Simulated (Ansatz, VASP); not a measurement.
Mg: VASP beside Ansatz

Contents of INCAR:

```
SYSTEM = Mg
  ALGO = Normal
  EDIFF = 1E-6
  ENCUT = 520
  GGA = RE
  ISIF = 2
  ISMEAR = -1
  LASPH = .TRUE.
  LCHARG = .FALSE.
  LREAL = .FALSE.
  LWAVE = .FALSE.
  NBANDS = 7
  NELM = 100
  PREC = Accurate
  SIGMA = 0.1
```

The input KPOINTS:

```
k-points
0
G
  14 14 14
  0 0 0
```

The input POSCAR:

```
Mg
1.0
   -1.7303282102      1.7303282102      1.7303282102
    1.7303282102     -1.7303282102      1.7303282102
    1.7303282102      1.7303282102     -1.7303282102
Mg
1
Direct
    0.0000000000      0.0000000000      0.0000000000
```

Input for Ansatz:

```yaml
crystal:
  lattice:
    - [-1.7303282102, 1.7303282102, 1.7303282102]
    - [1.7303282102, -1.7303282102, 1.7303282102]
    - [1.7303282102, 1.7303282102, -1.7303282102]
  atoms:
    - { symbol: Mg, position: [0.0, 0.0, 0.0] }
hamiltonian:
  xc: revpbe
  pseudopotentials:
    kind: paw
    azcp:
      Mg: "pseudopotentials/Mg.paw.azcp"
basis:
  ecutwfc: 420
  fft_grid_basis: typed
kpoints:
  mp_grid: { grid: [14, 14, 14], shift: [0, 0, 0] }
magnetization:
  spin_polarized: false
scf:
  occupations: { method: fermi_dirac, width: 0.1 }
  lower_state_search: "off"
output:
  stress: true
  write_density: true
  write_potential: true
  elf: true
  volumetric_format: npy
```

Alike in both runs: task single point; functional revPBE; k mesh 14 × 14 × 14; occupations fermi-dirac, width 0.1 eV; no spin polarisation.

|  | VASP | Ansatz |
| --- | --- | --- |
| version | VASP 6.6.1 | Ansatz 0.2.0 |
| potentials or method | VASP PAW PBE potentials, release 64 (Mg), cutoff 520 eV | plane waves (420 eV) with PAW, scalar-relativistic |
| valence electrons in the cell | 2 | 10 |

|  | VASP | Ansatz | Ansatz less VASP |
| --- | --- | --- | --- |
| pressure (GPa) | 5.4 | 5.6 | +0.20 |

VASP's potentials were made for PBE, not for revPBE. VASP's potentials hold 2 valence electrons a cell and Ansatz's 10, so a difference there can come from the potentials and not from the codes.
